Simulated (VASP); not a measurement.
Input of a VASP 6.6.1 run:

The input INCAR:

```
SYSTEM = LiF
PREC = Accurate
ENCUT = 520
EDIFF = 1E-6
ISMEAR = 0
SIGMA = 0.05
LREAL = .FALSE.
LASPH = .TRUE.
NELM = 60
ALGO = Normal
ISIF = 2
LWAVE = .FALSE.
LCHARG = .FALSE.
GGA = PS
NBANDS = 18
```

KPOINTS

```
Automatic mesh
0
G
  9 9 6
  0 0 0
```

POSCAR

```
LiF
1.0
    2.8046177183      0.0000000000      0.0000000000
   -1.4023088591      2.4288701920      0.0000000000
    0.0000000000      0.0000000000      5.7261890177
Li F
2 2
Direct
    0.3333333333      0.6666666667      0.3811542600
    0.6666666667      0.3333333333      0.8811542600
    0.3333333333      0.6666666667      0.9938437400
    0.6666666667      0.3333333333      0.4938437400
```

Potentials or basis: VASP PAW PBE potentials, release 64 (Li_sv, F).

The run is started by

```console
$ cat potpaw_PBE.64/Li_sv/POTCAR potpaw_PBE.64/F/POTCAR > POTCAR
$ mpirun -np 1 vasp_std > vasp.out
```

**Question.** Predict the largest force.

**Answer.** 0.515 eV/Å.

**Question.** Predict the band gap on the k mesh.

**Answer.** 7.24 eV, direct.

Forces on the atoms (eV/Å):
```
Li   0.000  0.000 -0.515
Li   0.000  0.000 -0.515
F    0.000  0.000  0.515
F    0.000  0.000  0.515
```

Caveat: the PAW data sets were made with another functional, which shifts forces and pressure a little. A k mesh can miss the band edges.
